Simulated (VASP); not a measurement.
Input of a VASP 6.6.1 run:

File INCAR:

```
PREC     = Accurate       # precision mode
ENCUT    = 520            # plane-wave cutoff, eV
EDIFF    = 1E-6           # SCF threshold, eV
ISMEAR   = 0              # smearing method
SIGMA    = 0.05           # smearing width, eV
LREAL    = False          # projectors in reciprocal space
LASPH    = True           # aspherical terms in the spheres
NELM     = 150            # most SCF steps
ALGO     = Normal         # electronic algorithm
ISIF     = 2              # what is computed and relaxed
LWAVE    = False          # write WAVECAR
LCHARG   = False          # write CHGCAR
ISPIN    = 2              # spin polarisation
MAGMOM   = 0.5 0.5        # initial moments
LORBIT   = 11             # projections on sites
GGA      = PE             # functional
NBANDS   = 20             # bands
```

KPOINTS

```
regular mesh
0
Gamma
  1 1 23
```

The input POSCAR:

```
HgTe
1.0
   11.3000000000      0.0000000000      0.0000000000
    0.0000000000      9.3000000000      0.0000000000
    0.0000000000      0.0000000000      2.7482389890
Hg Te
1 1
Direct
    0.3967517495      0.5000000000      0.0000000000
    0.6032482505      0.5000000000      0.5000000000
```

Potentials or basis: VASP PAW PBE potentials, release 64 (Hg, Te).

Launch:

```sh
$ cat potpaw_PBE.64/Hg/POTCAR potpaw_PBE.64/Te/POTCAR > POTCAR
$ mpirun -np 1 vasp_std > vasp.out
```

(1) Predict the largest force.

(2) Predict the net moment.

(3) Estimate the band gap on the k mesh.

Results:

(1) 3.176 eV/Å.

(2) 0.00 μB per cell.

(3) zero (filled and empty bands overlap).

Caveat: spin-orbit coupling is left out, which moves the levels of the heavy elements.
